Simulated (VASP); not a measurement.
Set up this calculation in VASP 6.6.1, as the native input.

| Quantity | Value |
| --- | --- |
| Task | single point |
| Functional | PBE |
| Potentials or basis | VASP PAW PBE potentials, release 64 (In_d, Sb) |
| Cutoff | 520 eV |
| k mesh | 10 × 10 × 10 |
| Occupations | gaussian, width 0.15 eV |
| Spin | no spin polarisation |
| Dipole correction | no |
| Further INCAR settings | ALGO = Normal; EDIFF = 1e-07; NBANDS = 22 |

The structure of InSb3 lies in POSCAR:

```
InSb3
1.0
    4.9676889811      0.0000000000      0.0000000000
    0.0000000000      4.9676889811      0.0000000000
    0.0000000000      0.0000000000      4.3998821305
In Sb
1 3
Direct
    0.0000000000      0.0000000000      0.0000000000
    0.5000000000      0.0000000000      0.5000000000
    0.0000000000      0.5000000000      0.5000000000
    0.5000000000      0.5000000000      0.0000000000
```

This cell differs from its parent crystal: volume 27.145 Å^3 an atom, c/a of the conventional cell 0.8857.

The input as run:

INCAR

```
SYSTEM = InSb3
PREC     = Accurate       ! precision mode
ENCUT    = 520            ! plane-wave cutoff, eV
EDIFF    = 1E-7           ! SCF threshold, eV
ISMEAR   = 0              ! smearing method
SIGMA    = 0.15           ! smearing width, eV
LREAL    = .False.        ! projectors in reciprocal space
LASPH    = .True.         ! aspherical terms in the spheres
NELM     = 60             ! most SCF steps
ALGO     = Normal         ! electronic algorithm
ISIF     = 2              ! what is computed and relaxed
LWAVE    = .False.        ! write WAVECAR
LCHARG   = .False.        ! write CHGCAR
GGA      = PE             ! functional
NBANDS   = 22             ! bands
```

KPOINTS

```
regular mesh
0
Gamma
  10 10 10
  0 0 0
```

Potentials or basis: VASP PAW PBE potentials, release 64 (In_d, Sb).

Command:

```console
$ cat potpaw_PBE.64/In_d/POTCAR potpaw_PBE.64/Sb/POTCAR > POTCAR
$ mpirun -np 1 vasp_std > vasp.out
```

Results of the run:

```yaml
Pressure: 1.3 GPa
Band_gap_on_the_k_mesh: zero (band 14 reaches 10.84 eV, above the bottom of band 15 at 6.84 eV)
```

Caveat: spin-orbit coupling is left out, which moves the levels of the heavy elements.

It took 100 s on 1 thread of Intel(R) Xeon(R) 6975P-C (Granite Rapids), with other jobs on the host, peak memory 0.42 GiB.
